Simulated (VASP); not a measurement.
The system is MnF2.

```
Mn F
1.0
     0.00000    4.26043    4.26043
     4.26043    0.00000    4.26043
     4.26043    4.26043    0.00000
Mn F
2 4
Cartesian
  4.2604 4.2604 4.2604
  6.3906 6.3906 6.3906
  5.3255 3.1953 3.1953
  3.1953 5.3255 3.1953
  3.1953 3.1953 5.3255
  5.3255 5.3255 5.3255
```

The cell was generated, and may not be a known phase.

```yaml
Program: VASP 6.6.1
Task: relaxation of cell and atoms
Functional: PBE
Potentials_or_basis: VASP PAW PBE potentials, release 64 (Mn_pv, F)
Cutoff: 600 eV
k_mesh: 4 × 4 × 4
Occupations: gaussian, width 0.1 eV
Spin: collinear spin, antiferromagnetic start
Starting_moments: "[4.0, -4.0, 0.0, 0.0, 0.0, 0.0] μB"
```

At the start: pressure 12.0 GPa; volume 25.78 Å³/atom.

Problem. Where does the relaxation end?

Solution. Over 3 steps the energy falls by 200.9 meV/atom and the volume is 32.15 Å³/atom (+24.7 %); space group Fd-3m (No. 227, to 0.1 Å) before and after; moment 0.00 μB per cell.

The path:
| step | energy change (eV) | largest force (eV/Å) | pressure (GPa) | volume (Å³) |
| --- | --- | --- | --- | --- |
| 1 | 0.0000 | 0.0000 | 11.95 | 154.66 |
| 2 | -1.1697 | 0.0000 | -1.36 | 201.83 |
| 3 | -1.2056 | 0.0000 | 0.12 | 192.93 |

Final structure:
```
Mn F
1.0
     0.00000    4.58623    4.58623
     4.58623    0.00000    4.58623
     4.58623    4.58623    0.00000
Mn F
2 4
Direct
  0.50000 0.50000 0.50000
  0.75000 0.75000 0.75000
  0.12500 0.62500 0.62500
  0.62500 0.12500 0.62500
  0.62500 0.62500 0.12500
  0.62500 0.62500 0.62500
```

Caveat: the volume moved by over 15 % at a fixed basis, so the end points are rough.
